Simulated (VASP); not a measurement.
# Al9O in VASP: notebook

Al9O is run at these levels: PBE; tasks: relaxation of the atoms.

Everything below comes from runs of VASP 6.6.1. Logs are shortened: lines on timing, memory, paths and dates and some standing lists are left out, and cuts for length are marked.

**1. The cell of the first run**

The cell holds a slab with vacuum, 10 atoms: a = 2.854 Å, b = 9.808 Å, c = 20.290 Å, α = 90.00°, β = 90.00°, γ = 98.37°.

**2. Relaxation of the atoms, PBE**

INCAR

```
SYSTEM = Al9O
PREC = Accurate
ENCUT = 520
EDIFF = 1E-6
ISMEAR = 0
SIGMA = 0.1
LREAL = .False.
LASPH = .True.
NELM = 60
ALGO = Fast
ISIF = 2
LWAVE = .False.
LCHARG = .False.
LDIPOL = .True.
IDIPOL = 3
DIPOL = 0.5 0.5 0.329
GGA = PE
IBRION = 2
NSW = 50
EDIFFG = -0.025
```

KPOINTS

```
regular mesh
0
Gamma
  9 3 1
  0 0 0
```

POSCAR

```
Al9O
1.0
    2.8543223330      0.0000000000      0.0000000000
   -1.4271611665      9.7033329366      0.0000000000
    0.0000000000      0.0000000000     20.2902708969
Al O
9 1
Selective dynamics
Direct
    0.5324485604      0.0648971207      0.1971388169  F F F
    0.6709687938      0.3419375876      0.2462255645  F F F
    0.2986728405      0.5973456810      0.2560429140  F F F
    0.9263768872      0.8527537744      0.2658602636  F F F
    0.0639738222      0.1277383808      0.3154281718  F F F
    0.1995905480      0.4042696935      0.3707822583  F F F
    0.8288544886      0.6597110299      0.3785032288  F F F
    0.4526361687      0.9111292155      0.3874342692  F F F
    0.5925232094      0.1814597089      0.4332259013  T T T
    0.8425232094      0.4314597089      0.4373186435  F F T
```

Potentials or basis: VASP PAW PBE potentials, release 64 (Al, O).

Command:

```
$ cat potpaw_PBE.64/Al/POTCAR potpaw_PBE.64/O/POTCAR > POTCAR
$ mpirun -np 1 vasp_std > vasp.out
```

OUTCAR:

```text
SYSTEM = Al9O
   PREC = Accurate
   ENCUT = 520
   EDIFF = 1E-6
   ISMEAR = 0
   LREAL = .False.
   LASPH = .True.
   NELM = 60
   ISIF = 2
   GGA = PE
   IBRION = 2
   NSW = 50
   EDIFFG = -0.025

 ion  position               nearest neighbor table
   1  0.532  0.065  0.197-   5 2.86   5 2.86   2 2.87   4 2.87   4 2.87
   2  0.671  0.342  0.246-   1 2.87   3 2.87   3 2.87   5 2.89   5 2.89   6 2.96   6 2.97
   3  0.299  0.597  0.256-   2 2.87   2 2.87   4 2.87   4 2.87   7 2.93   7 2.93   6 2.99
   4  0.926  0.853  0.266-   5 2.85   3 2.87   3 2.87   1 2.87   1 2.87   8 2.90   8 2.91   7 2.96

   5  0.064  0.128  0.315-   9 2.83   9 2.83   4 2.85   1 2.86   1 2.86   2 2.89   2 2.89   6 2.91
                             8 2.93   8 2.93
   6  0.200  0.404  0.371-  10 1.74  10 2.26   7 2.86   7 2.87   9 2.88   9 2.89   5 2.91   2 2.96
                             2 2.97   3 2.99
   7  0.829  0.660  0.379-  10 2.54   8 2.83   8 2.83   6 2.86   6 2.87   3 2.93   3 2.93   4 2.96

   8  0.453  0.911  0.387-   9 2.78   7 2.83   7 2.83   4 2.90   4 2.91   5 2.93   5 2.93
   9  0.593  0.181  0.433-  10 2.45   8 2.78   5 2.83   5 2.83   6 2.88   6 2.89
  10  0.843  0.431  0.437-   6 1.74   6 2.26   9 2.45   7 2.54

  LATTYP: Found a base centered orthorhombic cell.
 ALAT       =     2.8543223330
 B/A-ratio  =     6.7990449603
 C/A-ratio  =     7.1086123183

  Lattice vectors:

 A1 = (   1.4271611665,  -9.7033329366,   0.0000000000)
 A2 = (   1.4271611665,   9.7033329366,   0.0000000000)
 A3 = (   0.0000000000,   0.0000000000,  20.2902708969)

Analysis of symmetry for initial positions (statically):
=====================================================================
 Subroutine PRICEL returns:
 Original cell was already a primitive cell.

 Routine SETGRP: Setting up the symmetry group for a
 base centered orthorhombic supercell.

 Subroutine GETGRP returns: Found  1 space group operations
 (whereof  1 operations were pure point group operations)
 out of a pool of  8 trial point group operations.

The static configuration has the point symmetry C_1 .

Analysis of symmetry for dynamics (positions and initial velocities):
=====================================================================
 Subroutine PRICEL returns:
 Original cell was already a primitive cell.

 Routine SETGRP: Setting up the symmetry group for a
 base centered orthorhombic supercell.

 Subroutine GETGRP returns: Found  1 space group operations
 (whereof  1 operations were pure point group operations)
 out of a pool of  8 trial point group operations.

The dynamic configuration has the point symmetry C_1 .

Analysis of constrained symmetry for selective dynamics:
=====================================================================
 Subroutine PRICEL returns:
 Original cell was already a primitive cell.

 Routine SETGRP: Setting up the symmetry group for a
 base centered orthorhombic supercell.

 Subroutine GETGRP returns: Found  1 space group operations
 (whereof  1 operations were pure point group operations)
 out of a pool of  8 trial point group operations.

The constrained configuration has the point symmetry C_1 .

 Subroutine INISYM returns: Found  1 space group operations
 (whereof  1 operations are pure point group operations),
 and found     1 'primitive' translations

----------------------------------------------------------------------------------------

                                     Primitive cell

  volume of cell :     561.9683

  direct lattice vectors                    reciprocal lattice vectors
     2.854322333  0.000000000  0.000000000     0.350345856  0.051528686  0.000000000
    -1.427161166  9.703332937  0.000000000     0.000000000  0.103057373  0.000000000
     0.000000000  0.000000000 20.290270897     0.000000000  0.000000000  0.049284704

  length of vectors
     2.854322333  9.807724460 20.290270897     0.354114987  0.103057373  0.049284704

  position of ions in fractional coordinates (direct lattice)
     0.532448560  0.064897121  0.197138817
[... 98 lines left out ...]
   ICHARG =      2    charge: 1-file 2-atom 10-const
   ISPIN  =      1    spin polarized calculation?
   LNONCOLLINEAR =      F non collinear calculations
   LSORBIT =      F    spin-orbit coupling
   LASPH  =      T    aspherical Exc in radial PAW
   ENCUT  =  520.0 eV  38.22 Ry    6.18 a.u.   5.31 18.24 37.73*2*pi/ulx,y,z
   NELM   =     60;   NELMIN=  2; NELMDL= -5     # of ELM steps
   EDIFF  = 0.1E-05   stopping-criterion for ELM
   LREAL  =      F    real-space projection
   EDIFFG = -.3E-01   stopping-criterion for IOM
   NSW    =     50    number of steps for IOM
   IBRION =      2    ionic relax: 0-MD 1-quasi-New 2-CG
   NFREE  =      1    steps in history (QN), initial steepest desc. (CG)
   ISIF   =      2    stress and relaxation
   ISYM   =      2    0-nonsym 1-usesym 2-fastsym
   POTIM  = 0.5000    time-step for ionic-motion
   TEBEG  =    0.0;   TEEND  =   0.0 temperature during run
   PSTRESS=    0.0 pullay stress
   NELECT =      33.0000    total number of electrons
   NUPDOWN=      -1.0000    fix difference up-down
   EMIN   =  10.00;   EMAX   =-10.00  energy-range for DOS
   EFERMI =   0.00;   METHOD = LEGACY
   ISMEAR =     0;   SIGMA  =   0.10  broadening in eV -4-tet -1-fermi 0-gaus
   EFERMI_NEDOS =   21; number of points for ismear=-14 and -15
   IALGO  =     68    algorithm
   IMIX   =      4    mixing-type and parameters
     AMIX     =   0.40;   BMIX     =  1.00
     AMIX_MAG =   1.60;   BMIX_MAG =  1.00
  volume/ion in A,a.u.               =      56.20       379.23
  Fermi-wavevector in a.u.,A,eV,Ry     =   0.636320  1.202470  5.509041  0.404903
  Thomas-Fermi vector in A             =   1.700950
   LORBIT       =      0    0 simple, 1 ext, 2 COOP (PROOUT), +10 PAW based schemes
   GGA     = PE    functional components
   LHFCALC =     F    Hartree Fock is set to
   AEXX    =    0.0000 exact exchange contribution
   IVDW    =     0    specifies the selected vdW correction
   LEPSILON=     F    determine dielectric tensor
   LRPA    =     F    only Hartree local field effects (RPA)
 conjugate gradient relaxation of ions
 non-spin polarized calculation
 RMM-DIIS sequential band-by-band and
 Gauss-broadening in eV      SIGMA  =   0.10
  energy-cutoff  :      520.00
  volume of cell :      561.97
 maximum number of plane-waves:     15174
 NGX is ok and might be reduce to    24
   NGX = 11   NGY = 37   NGZ = 75

--------------------------------------- Ionic step        1  -------------------------------------------

 number of electron      33.0000000 magnetization

 Free energy of the ion-electron system (eV)
  ---------------------------------------------------
  ext. energy  EPLUGINS =         0.00000000
  ---------------------------------------------------
  free energy    TOTEN  =       -38.35680755 eV

  energy without entropy =      -38.33961398  energy(sigma->0) =      -38.34821077

------------------------ aborting loop because EDIFF is reached ----------------------------------------

  FORCE on cell =-STRESS in cart. coord.  units (eV):
  Direction    XX          YY          ZZ          XY          YZ          ZX
  --------------------------------------------------------------------------------------
  -------------------------------------------------------------------------------------
  Total       -6.2652911     -6.0520761     -1.7020021     -0.7462416     -0.1885253     -2.1795936
  in kB      -17.8624095    -17.2545313     -4.8524257     -2.1275424     -0.5374877     -6.2140437
  external PRESSURE =     -13.3231222 kB  Pullay stress =       0.0000000 kB
[... 113 lines left out ...]
  FREE ENERGIE OF THE ION-ELECTRON SYSTEM (eV)
  ---------------------------------------------------
  free  energy   TOTEN  =       -38.4192709329 eV

  energy  without entropy=      -38.4028096185  energy(sigma->0) =      -38.41104028

[... ionic steps 4 to 20 ...]

--------------------------------------- Ionic step       21  -------------------------------------------

 number of electron      33.0000000 magnetization

------------------------ aborting loop because EDIFF is reached ----------------------------------------
[... 41 lines left out ...]
 number of electron      33.0000000 magnetization

------------------------ aborting loop because EDIFF is reached ----------------------------------------

 vacuum level on the upper side and lower side of the slab       (xc-potential included)         0.003        -0.149

  FORCE on cell =-STRESS in cart. coord.  units (eV):
  Direction    XX          YY          ZZ          XY          YZ          ZX
  --------------------------------------------------------------------------------------
  -------------------------------------------------------------------------------------
  Total       -5.5318113     -6.2564110     -1.3695456     -0.5562469     -1.2163407     -2.0435369
  in kB      -15.7712509    -17.8370922     -3.9045887     -1.5858655     -3.4677999     -5.8261448
  external PRESSURE =     -12.5043106 kB  Pullay stress =       0.0000000 kB
[... 31 lines left out ...]
--------------------------------------- Ionic step       23  -------------------------------------------

 number of electron      33.0000000 magnetization

 dipolmoment           0.000000      0.000000      0.023716 electrons x Angstroem

 Free energy of the ion-electron system (eV)
  ---------------------------------------------------
  ext. energy  EPLUGINS =         0.00000000
  ---------------------------------------------------
  free energy    TOTEN  =       -38.52743215 eV

  energy without entropy =      -38.50911095  energy(sigma->0) =      -38.51827155

 E-fermi :  -0.7727     XC(G=0):  -3.8458

 val. band max:       -0.8238592518   @ k =  -0.1111   0.3333   0.0000
 cond. band min:      -0.7176663643   @ k =  -0.4444   0.3333   0.0000
 fundamental gap:      0.1061928875
 Fermi energy:        -0.7726949457

 k-point     1 :       0.0000    0.0000    0.0000
  band No.  band energies     occupation
      1     -20.5409      2.00000
      2     -10.6062      2.00000
      3      -9.3540      2.00000
      4      -9.0547      2.00000
      5      -8.1726      2.00000
      6      -7.6607      2.00000
[... 339 lines left out ...]
     21       1.2763      0.00000
     22       1.6410      0.00000

------------------------ aborting loop because EDIFF is reached ----------------------------------------

 vacuum level on the upper side and lower side of the slab       (xc-potential included)        -0.006        -0.141

  FORCE on cell =-STRESS in cart. coord.  units (eV):
  Direction    XX          YY          ZZ          XY          YZ          ZX
  --------------------------------------------------------------------------------------
  -------------------------------------------------------------------------------------
  Total       -5.5409358     -6.2801728     -1.4227311     -0.5558981     -1.2021107     -2.0088792
  in kB      -15.7972651    -17.9048373     -4.0562209     -1.5848713     -3.4272301     -5.7273353
  external PRESSURE =     -12.5861078 kB  Pullay stress =       0.0000000 kB
[... 25 lines left out ...]
  FREE ENERGIE OF THE ION-ELECTRON SYSTEM (eV)
  ---------------------------------------------------
  free  energy   TOTEN  =       -38.5274321514 eV

  energy  without entropy=      -38.5091109528  energy(sigma->0) =      -38.51827155

 reached required accuracy - stopping structural energy minimisation

 vacuum level on the upper side and lower side of the slab         3.409         3.277
```

Wall time 76 min (1 thread of Oxide Virtual Turin-like, shared host); peak memory 0.72 GiB.

What came out:

* Free energy: -38.5274 eV
* Energy gained by relaxing: 17.1 meV/atom
* Ionic steps: 23
* Band gap on the k mesh: zero (an odd number of electrons rules out a gap without spin polarisation)

The path:
```tsv
step	energy change (eV)	largest force on free atoms (eV/Å)	pressure (GPa)
1	0.0000	1.2445	-1.33
2	-0.0580	0.4049	-1.14
3	-0.0625	0.3600	-1.06
4	-0.0700	0.3263	-1.09
5	-0.0884	0.2509	-1.16
6	-0.1111	0.2175	-1.27
7	-0.1269	0.3692	-1.41
8	-0.1408	0.2845	-1.32
9	-0.1450	0.4518	-1.23
10	-0.1532	0.3696	-1.21
11	-0.1570	0.2709	-1.17
12	-0.1615	0.1778	-1.23
13	-0.1626	0.1566	-1.28
14	-0.1647	0.1320	-1.28
15	-0.1675	0.1073	-1.29
16	-0.1667	0.1762	-1.30
17	-0.1682	0.1224	-1.29
18	-0.1694	0.0627	-1.26
19	-0.1696	0.0798	-1.24
20	-0.1700	0.0423	-1.25
21	-0.1700	0.0392	-1.25
22	-0.1702	0.0335	-1.25
23	-0.1706	0.0243	-1.26
```

Final structure:
```xyz
10
Lattice="2.8543 0.0000 0.0000 -1.4272 9.7033 0.0000 0.0000 0.0000 20.2903" Properties=species:S:1:pos:R:3 pbc="T T T"
Al    1.4272    0.6297    4.0000
Al    1.4272    3.3179    4.9960
Al    0.0000    5.7962    5.1952
Al    1.4272    8.2746    5.3944
Al    0.0003    1.2395    6.4001
Al   -0.0073    3.9228    7.5233
Al    1.4243    6.4014    7.6799
Al   -0.0084    8.8410    7.8611
Al    1.6270    2.2629    9.2691
O     1.7891    4.1866    8.8766
```

Levels at points of the mesh, in eV from the Fermi level:
```tsv
k point	band 15	band 16	band 17	band 18	band 19	band 20
(0.00, 0.00, 0.00)	-1.72	-1.08	-0.29	0.33	0.77	2.12
```

Caveat: an odd number of electrons without spin polarisation forces a metal; a magnetic or distorted state may lie lower.

**3. Relaxation of the atoms, PBE**

INCAR

```
PREC = Accurate
ENCUT = 520
EDIFF = 1E-7
ISMEAR = 0
SIGMA = 0.1
LREAL = False
LASPH = True
NELM = 80
ALGO = Fast
ISIF = 2
LWAVE = False
LCHARG = False
LDIPOL = True
IDIPOL = 3
DIPOL = 0.5 0.5 0.327
GGA = PE
IBRION = 2
NSW = 50
EDIFFG = -0.025
```

KPOINTS

```
regular mesh
0
Gamma
  9 3 1
```

Changes to POSCAR since step 2:

```diff
@@ -18,2 +18,2 @@
     0.5925232094      0.1814597089      0.4332259013  T T T
-    0.8425232094      0.4314597089      0.4373186435  F F T
+    0.5925232094      0.4314597089      0.4204118782  F F T
```

Potentials or basis: VASP PAW PBE potentials, release 64 (Al, O).

Command:

```
$ cat potpaw_PBE.64/Al/POTCAR potpaw_PBE.64/O/POTCAR > POTCAR
$ mpirun -np 1 vasp_std > vasp.out
```

Wall time 2.8 h (1 thread of Oxide Virtual Turin-like, shared host); peak memory 0.73 GiB.

It converged, with:

```
Free energy               : -38.5665 eV
Energy gained by relaxing : 77.3 meV/atom
Ionic steps               : 25
Band gap on the k mesh    : zero (an odd number of electrons rules out a gap without spin polarisation)
```

The path:
```tsv
step	energy change (eV)	largest force on free atoms (eV/Å)	pressure (GPa)
1	0.0000	5.9800	0.28
2	-0.6620	0.7054	-1.21
3	-0.6767	0.3979	-1.05
4	-0.6838	0.3605	-1.07
5	-0.7011	0.2697	-1.12
6	-0.7222	0.1920	-1.20
7	-0.7337	0.2873	-1.30
8	-0.7468	0.2740	-1.37
9	-0.7480	0.3813	-1.40
10	-0.7558	0.3095	-1.35
11	-0.7609	0.2020	-1.27
12	-0.7638	0.1445	-1.25
13	-0.7646	0.1161	-1.22
14	-0.7660	0.0955	-1.24
15	-0.7681	0.0937	-1.27
16	-0.7681	0.1018	-1.28
17	-0.7692	0.0782	-1.26
18	-0.7702	0.0721	-1.23
19	-0.7708	0.0642	-1.25
20	-0.7708	0.0640	-1.25
21	-0.7715	0.0561	-1.25
22	-0.7728	0.0551	-1.24
23	-0.7728	0.0623	-1.23
24	-0.7731	0.0281	-1.26
25	-0.7732	0.0119	-1.25
```

Final structure:
```yaml
crystal:
  lattice:
    - [2.85432, 0.00000, 0.00000]
    - [-1.42716, 9.70333, 0.00000]
    - [0.00000, 0.00000, 20.29027]
  atoms:
    - { symbol: Al, position: [0.53245, 0.06490, 0.19714] }
    - { symbol: Al, position: [0.67097, 0.34194, 0.24623] }
    - { symbol: Al, position: [0.29867, 0.59735, 0.25604] }
    - { symbol: Al, position: [0.92638, 0.85275, 0.26586] }
    - { symbol: Al, position: [0.06397, 0.12774, 0.31543] }
    - { symbol: Al, position: [0.19959, 0.40427, 0.37078] }
    - { symbol: Al, position: [0.82885, 0.65971, 0.37850] }
    - { symbol: Al, position: [0.45264, 0.91113, 0.38743] }
    - { symbol: Al, position: [0.54661, 0.23240, 0.45636] }
    - { symbol: O, position: [0.59252, 0.43146, 0.43652] }
```

Levels at points of the mesh, in eV from the Fermi level:
| k point | band 14 | band 15 | band 16 | band 17 | band 18 | band 19 | band 20 | band 21 |
| --- | --- | --- | --- | --- | --- | --- | --- | --- |
| (0.00, 0.00, 0.00) | -2.29 | -1.71 | -1.08 | -0.27 | 0.35 | 0.79 | 2.13 | 2.53 |

Caveat: an odd number of electrons without spin polarisation forces a metal; a magnetic or distorted state may lie lower.

The gap in the log of VASP goes by the Fermi energy; the results here count the filled bands.